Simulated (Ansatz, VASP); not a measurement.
## Two plane-wave programs on P

```
P
1.0
     1.65189   -5.34325    0.00000
     1.65189    5.34325    0.00000
     0.00000    0.00000    4.46504
P
4
Cartesian
  1.6519 -4.2841 0.3797
  1.6519 -1.0591 2.6122
  1.6519 4.2841 4.0853
  1.6519 1.0591 1.8528
```

Alike in both runs: task single point; functional r2SCAN; k mesh 8 × 8 × 6; occupations fermi-dirac, width 0.02 eV; no spin polarisation.

|  | VASP | Ansatz |
| --- | --- | --- |
| version | VASP 6.6.1 | Ansatz 0.2.0 |
| potentials or method | VASP PAW PBE potentials, release 64 (P) | plane waves, PAW |
| plane-wave cutoff (eV) | 520 | 500 |
| valence electrons in the cell | 20 | 20 |

|  | VASP | Ansatz | Ansatz less VASP |
| --- | --- | --- | --- |
| pressure (GPa) | 0.1 | 0.7 | +0.65 |
| traceless stress, the component that is largest in VASP (GPa) | 0.12 | 0.05 | -0.075 |
| rms of the force components (eV/Å) | 0.089 | 0.031 | -0.0575 |

VASP's potentials were made for PBE, not for r2SCAN. Atom by atom the forces differ by 0.058 eV/Å (rms over components). With one functional, cell and mesh, what is left measures potentials, basis and numerics.
